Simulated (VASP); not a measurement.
Rh: single point with LDA

Rh:

```xyz
1
Lattice="0.0000 1.9000 1.9000 1.9000 0.0000 1.9000 1.9000 1.9000 0.0000" Properties=species:S:1:pos:R:3 pbc="T T T"
Rh    0.0000    0.0000    0.0000
```

```json
{
  "Program": "VASP 6.6.1",
  "Task": "single point",
  "Functional": "LDA",
  "Potentials or basis": "VASP PAW LDA potentials, release 64 (Rh_pv)",
  "Cutoff": "520 eV",
  "k mesh": "18 × 18 × 18",
  "Occupations": "gaussian, width 0.05 eV",
  "Spin": "no spin polarisation"
}
```

```yaml
Pressure: -9.9 GPa
```

Levels at points of the mesh, in eV from the Fermi level:
```csv
k point,band 5,band 6,band 7,band 8,band 9,band 10
"(0.00, 0.00, 0.00)",-3.13,-3.13,-3.13,-1.00,-1.00,15.94
"(0.50, 0.00, 0.00)",-3.20,-3.20,0.57,0.57,0.68,8.59
"(0.50, 0.50, 0.00)",-6.02,0.55,0.98,0.98,3.19,12.26
```

Wall time 26 s on 1 thread of Intel(R) Xeon(R) Platinum 8375C CPU @ 2.90GHz (Ice Lake), on a shared host, peak memory 0.14 GiB.
